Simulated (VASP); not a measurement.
Input of a VASP 6.6.1 run:

File INCAR:

```
SYSTEM = Ge3Cl
  ALGO = Normal
  EDIFF = 1E-6
  EDIFFG = -0.01
  ENCUT = 600
  GGA = PE
  IBRION = 2
  ISIF = 3
  ISMEAR = 0
  LASPH = .TRUE.
  LCHARG = .FALSE.
  LREAL = .FALSE.
  LWAVE = .FALSE.
  NELM = 100
  NSW = 100
  PREC = Accurate
  SIGMA = 0.1
```

KPOINTS

```
k-points
0
G
  12 12 12
  0 0 0
```

The input POSCAR:

```
Ge3Cl
1.0
    0.0000000000      3.4244931586      3.4244931586
    3.4244931586      0.0000000000      3.4244931586
    3.4244931586      3.4244931586      0.0000000000
Ge Cl
3 1
Direct
    0.5000000000      0.5000000000      0.5000000000
    0.2500000000      0.2500000000      0.2500000000
    0.7500000000      0.7500000000      0.7500000000
    0.0000000000      0.0000000000      0.0000000000
```

Potentials or basis: VASP PAW PBE potentials, release 64 (Ge_d, Cl).

Run with:

```console
$ cat potpaw_PBE.64/Ge_d/POTCAR potpaw_PBE.64/Cl/POTCAR > POTCAR
$ mpirun -np 1 vasp_std > vasp.out
```

(1) Predict the space group after relaxing (to 0.05 Å).

(2) What does it give for the relaxed cell?

(3) Predict the relaxed volume.

Answers

(1) Fm-3m (No. 225).

(2) a = 4.816 Å, b = 4.816 Å, c = 4.816 Å, α = 60.00°, β = 60.00°, γ = 60.00°.

(3) 19.75 Å³/atom.

Caveat: an odd number of electrons without spin polarisation forces a metal; a magnetic or distorted state may lie lower.
